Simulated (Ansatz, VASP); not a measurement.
**Two plane-wave programs on Ni**

Contents of INCAR:

```
ALGO     = Fast           # electronic algorithm
EDIFF    = 1E-7           # SCF threshold, eV
EDIFFG   = -0.01          # ionic threshold
ENCUT    = 600            # plane-wave cutoff, eV
GGA      = PE             # functional
IBRION   = 2              # ionic algorithm
ISIF     = 3              # what is computed and relaxed
ISMEAR   = 0              # smearing method
LASPH    = T              # aspherical terms in the spheres
LCHARG   = F              # write CHGCAR
LREAL    = F              # projectors in reciprocal space
LWAVE    = F              # write WAVECAR
NELM     = 60             # most SCF steps
NSW      = 100            # ionic steps
PREC     = Accurate       # precision mode
SIGMA    = 0.1            # smearing width, eV
```

The input KPOINTS:

```
k-points
0
Gamma
  26 26 26
```

POSCAR

```
Ni
1.0
    0.0000000000      1.7567135992      1.7567135992
    1.7567135992      0.0000000000      1.7567135992
    1.7567135992      1.7567135992      0.0000000000
Ni
1
Direct
    0.5000000000      0.5000000000      0.5000000000
```

Input for Ansatz:

```yaml
crystal:
  lattice:
    - [0.0, 1.7567135992, 1.7567135992]
    - [1.7567135992, 0.0, 1.7567135992]
    - [1.7567135992, 1.7567135992, 0.0]
  atoms:
    - { symbol: Ni, position: [0.5, 0.5, 0.5] }
basis:
  ecutwfc: 420
kpoints:
  mp_grid: { grid: [26, 26, 26] }
hamiltonian:
  xc: pbe
scf:
  occupations: { method: gaussian, width: 0.1 }
output:
  forces: true
  stress: true
  eigenvalues: true
relax:
  adjacent_minimum: "off"
  f_tol: 0.01
  max_steps: 80
  cell: { stress_tol: 0.05 }
```

Alike in both runs: task relaxation of cell and atoms; functional PBE; k mesh 26 × 26 × 26; occupations gaussian, width 0.1 eV; no spin polarisation.

|  | VASP | Ansatz |
| --- | --- | --- |
| version | VASP 6.6.1 | Ansatz 0.2.0 |
| potentials or method | VASP PAW PBE potentials, release 64 (Ni), cutoff 600 eV | scalar-relativistic, plane waves, PAW |
| valence electrons in the cell | 10 | 18 |

|  | VASP | Ansatz | Ansatz less VASP |
| --- | --- | --- | --- |
| gap on the k mesh at the Fermi level, each at its own relaxed structure (eV) | none | none | - |
| relaxed volume (Å³/atom) | 10.82 | 10.83 | +0.007 |
| relaxed cell length with the largest relative difference (Å) | 2.483 | 2.483 | +0.0005 |

A gap of «none» marks a metal or a gap that the smearing closes. VASP's potentials hold 10 valence electrons a cell and Ansatz's 18, so a difference there can come from the potentials and not from the codes.
